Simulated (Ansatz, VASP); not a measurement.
**Ti in VASP and in Ansatz**

INCAR

```
SYSTEM = Ti
PREC = Accurate ; ENCUT = 520
EDIFF = 1E-7 ; ISMEAR = -1
SIGMA = 0.05 ; LREAL = .FALSE.
LASPH = .TRUE. ; NELM = 80
ALGO = Normal ; ISIF = 2
LWAVE = .FALSE. ; LCHARG = .TRUE.
LELF = .TRUE. ; LVHAR = .TRUE.
NBANDS = 19
```

File KPOINTS:

```
regular mesh
0
G
  13 13 7
  0 0 0
```

File POSCAR:

```
Ti
1.0
    2.8859641405      0.0000000000      0.0000000000
   -1.4429820702      2.4993182601      0.0000000000
    0.0000000000      0.0000000000      4.5621823725
Ti
2
Direct
    0.3333333333      0.6666666667      0.2500000000
    0.6666666667      0.3333333333      0.7500000000
```

Input for Ansatz:

```yaml
crystal:
  lattice:
    - [2.8859641405, 0.0, 0.0]
    - [-1.4429820702, 2.4993182601, 0.0]
    - [0.0, 0.0, 4.5621823725]
  atoms:
    - { symbol: Ti, position: [0.3333333333, 0.6666666667, 0.25] }
    - { symbol: Ti, position: [0.6666666667, 0.3333333333, 0.75] }
kpoints:
  mp_grid: { grid: [13, 13, 7] }
scf:
  occupations: { method: fermi_dirac, width: 0.05 }
hamiltonian:
  xc: lda
  pseudopotentials: { kind: all_electron, lapw: { basis_error: 0.00025 } }
output:
  forces: true
  stress: true
  eigenvalues: true
```

Change from the starting cell: volume scaled by 0.95.

Alike in both runs: task single point; functional LDA; k mesh 13 × 13 × 7; occupations fermi-dirac, width 0.05 eV; no spin polarisation.

```csv
,VASP,Ansatz
version,VASP 6.6.1,Ansatz 0.2.0
potentials or method,"VASP PAW LDA potentials, release 64 (Ti_sv), cutoff 520 eV","all-electron LAPW, scalar-relativistic"
```

```tsv
	VASP	Ansatz	Ansatz less VASP
pressure (GPa)	-2.7	-2.6	+0.17
traceless stress, the component that is largest in VASP (GPa)	0.30	0.27	-0.022
```

LDA's correlation is that of Perdew and Zunger in VASP and of Perdew and Wang (1992) in Ansatz. Ansatz ran all-electron here, and VASP with PAW potentials.
